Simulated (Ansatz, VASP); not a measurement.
## Two plane-wave programs on P

```
CELL_PARAMETERS angstrom
-1.50704 1.50704 1.50704
1.50704 -1.50704 1.50704
1.50704 1.50704 -1.50704
ATOMIC_POSITIONS crystal
P 0.00000 0.00000 0.00000
```

Alike in both runs: task single point; functional PBEsol; k mesh 16 × 16 × 16; occupations fermi-dirac, width 0.1 eV; no spin polarisation.

|  | VASP | Ansatz |
| --- | --- | --- |
| version | VASP 6.6.1 | Ansatz 0.2.0 |
| potentials or method | VASP PAW PBE potentials, release 64 (P), cutoff 520 eV | plane waves (420 eV) with PAW, scalar-relativistic |
| valence electrons in the cell | 5 | 5 |

|  | VASP | Ansatz | Ansatz less VASP |
| --- | --- | --- | --- |
| pressure (GPa) | 0.0 | -0.1 | -0.13 |

VASP's potentials were made for PBE, not for PBEsol, and Ansatz warns of the same on its side. The functional is the same, so the differences come from potentials, cutoffs and numerics.
